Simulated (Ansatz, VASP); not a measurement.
**C: VASP beside Ansatz**

```
C
1.0
     0.00000    1.64073    1.71206
     1.64073    0.00000    1.71206
     1.64073    1.64073    0.00000
C
2
Cartesian
  1.6407 1.6407 1.7121
  2.4611 2.4611 2.5681
```

Change from the starting cell: strain -0.080 along x and y, -0.040 along z, atoms carried along.

Alike in both runs: task single point; functional r2SCAN; k mesh 12 × 12 × 12; occupations gaussian, width 0.05 eV; no spin polarisation.

|  | VASP | Ansatz |
| --- | --- | --- |
| version | VASP 6.6.1 | Ansatz 0.2.0 |
| potentials or method | VASP PAW PBE potentials, release 64 (C), cutoff 520 eV | scalar-relativistic, plane waves, PAW |
| valence electrons in the cell | 8 | 8 |

|  | VASP | Ansatz | Ansatz less VASP |
| --- | --- | --- | --- |
| gap on the k mesh at the Fermi level (eV) | 4.22 | 4.26 | +0.042 |
| least direct gap on the mesh (eV) | 5.95 | 6.02 | +0.065 |
| pressure (GPa) | 133.1 | 130.9 | -2.18 |
| traceless stress, the component that is largest in VASP (GPa) | -36.22 | -36.31 | -0.093 |

VASP's potentials were made for PBE, not for r2SCAN. Both programs put the cell under a high pressure, so it lies far from rest at this level.

Noted on VASP's run: the cell as given lies far from equilibrium.
